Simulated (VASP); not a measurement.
Wanted: the native input for a VASP 6.6.1 run.

| Quantity | Value |
| --- | --- |
| Task | single point |
| Functional | PBE |
| Potentials or basis | VASP PAW PBE potentials, release 64 (Rh_pv) |
| Cutoff | 500 eV |
| k mesh | 12 × 12 × 4 |
| Occupations | gaussian, width 0.1 eV |
| Spin | no spin polarisation |
| Dipole correction | no |
| Further INCAR settings | ALGO = Normal; EDIFF = 1e-06; NBANDS = 22 |

The structure of Rh lies in POSCAR:

```
Rh
1.0
    4.2705836562      0.0000000055      0.0000000000
   -2.1352918329      3.6984339325      0.0000000000
    0.0000000000      0.0000000000      2.4753727151
Rh
2
Direct
    0.3333333333      0.6666666667      0.5000000000
    0.6666666667      0.3333333333      0.5000000000
```

The input as run:

INCAR

```
SYSTEM = Rh
ALGO = Normal
EDIFF = 1E-6
ENCUT = 500
GGA = PE
GGA_COMPAT = .False.
ISIF = 2
ISMEAR = 0
LASPH = .True.
LCHARG = .False.
LREAL = .False.
LWAVE = .False.
NBANDS = 22
NELM = 120
PREC = Accurate
SIGMA = 0.1
```

KPOINTS

```
k-points
0
Gamma
  12 12 4
  0 0 0
```

Potentials or basis: VASP PAW PBE potentials, release 64 (Rh_pv).

Run with:

```sh
$ cat potpaw_PBE.64/Rh_pv/POTCAR > POTCAR
$ mpirun -np 1 vasp_std > vasp.out
```

It gave:

- Pressure: 0.1 GPa
- Band gap on the k mesh: zero (band 15 reaches 7.76 eV, above the bottom of band 16 at 6.26 eV)

Caveat: the k points lie up to 0.63 Å⁻¹ apart.

Run time: 18 s on 1 thread of Intel(R) Xeon(R) Platinum 8488C (Sapphire Rapids), on a shared host, peak memory 0.17 GiB.
